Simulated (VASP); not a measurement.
Runs of VASP 6.6.1 on KCl. The structure is that of space group Pm-3m (No. 221), or close to it. The cells are those of the table. 

| level | potentials or basis | cell | k mesh | grid for exact exchange (PRECFOCK) | share of exact exchange | screening parameter | gap on the mesh (eV) | pressure (GPa) |
| --- | --- | --- | --- | --- | --- | --- | --- | --- |
| HSE06 | VASP PAW PBE potentials, release 64 (K_sv, Cl) | a = 3.787 Å, 2 atoms | 4 × 4 × 4 | Normal | 0.25 | 0.2079 1/Å | (a) | 0.4 |
| LDA | VASP PAW LDA potentials, release 64 (K_sv, Cl) | a = 3.787 Å, 2 atoms | 7 × 7 × 7 | - | - | - | 4.56 | -2.6 |
| PBE-based screened hybrid with 25 % exact exchange | VASP PAW PBE potentials, release 64 (K_sv, Cl) | a = 3.839 Å, 2 atoms | 4 × 4 × 4 | Normal | 0.25 | 0.2 1/Å | 6.14 | -0.4 |
| PBE-based screened hybrid with 15 % exact exchange | VASP PAW PBE potentials, release 64 (K_sv, Cl) | a = 3.839 Å, 2 atoms | 4 × 4 × 4 | Normal | 0.15 | 0.2 1/Å | 5.60 | -0.3 |
| LDA | VASP PAW LDA potentials, release 64 (K_sv, Cl) | a = 3.914 Å, 2 atoms | 7 × 7 × 7 | - | - | - | 4.17 | -3.7 |
| LDA | VASP PAW LDA potentials, release 64 (K_sv, Cl) | a = 3.839 Å, 2 atoms | 7 × 7 × 7 | - | - | - | 4.39 | -3.1 |
| PBE0 | VASP PAW PBE potentials, release 64 (K_sv, Cl) | a = 3.761 Å, 2 atoms | 4 × 4 × 4 | Normal | 0.25 | - | 7.15 | 0.7 |
| HSE06 | VASP PAW PBE potentials, release 64 (K_sv, Cl) | a = 3.761 Å, 2 atoms | 4 × 4 × 4 | Normal | 0.25 | 0.2079 1/Å | 6.40 | 0.9 |
| LDA | VASP PAW LDA potentials, release 64 (K_sv, Cl) | a = 3.813 Å, 2 atoms | 7 × 7 × 7 | - | - | - | 4.48 | -2.9 |
| PBE0 | VASP PAW PBE potentials, release 64 (K_sv, Cl) | a = 3.787 Å, 2 atoms | 4 × 4 × 4 | Normal | 0.25 | - | 7.05 | 0.3 |
| PBE-based screened hybrid with 20 % exact exchange | VASP PAW PBE potentials, release 64 (K_sv, Cl) | a = 3.839 Å, 2 atoms | 4 × 4 × 4 | Normal | 0.2 | 0.2 1/Å | (b) | -0.4 |
| PBE-based screened hybrid with 50 % exact exchange | VASP PAW PBE potentials, release 64 (K_sv, Cl) | a = 3.839 Å, 2 atoms | 4 × 4 × 4 | Normal | 0.5 | 0.2 1/Å | 7.53 | -0.9 |

Alike in all rows: task single point; no spin polarisation; cutoff (eV) 520; smearing fermi-dirac 0.05 eV.

Q: Fill in the values left out.

A: (a) 6.30; (b) 5.87.

Caveats: the PAW data sets were made with another functional, which shifts forces and pressure a little (at least some runs); an odd mesh through Γ misses points on the zone boundary, where band edges can lie (at least some runs); the cell stands under tension (at least some runs).
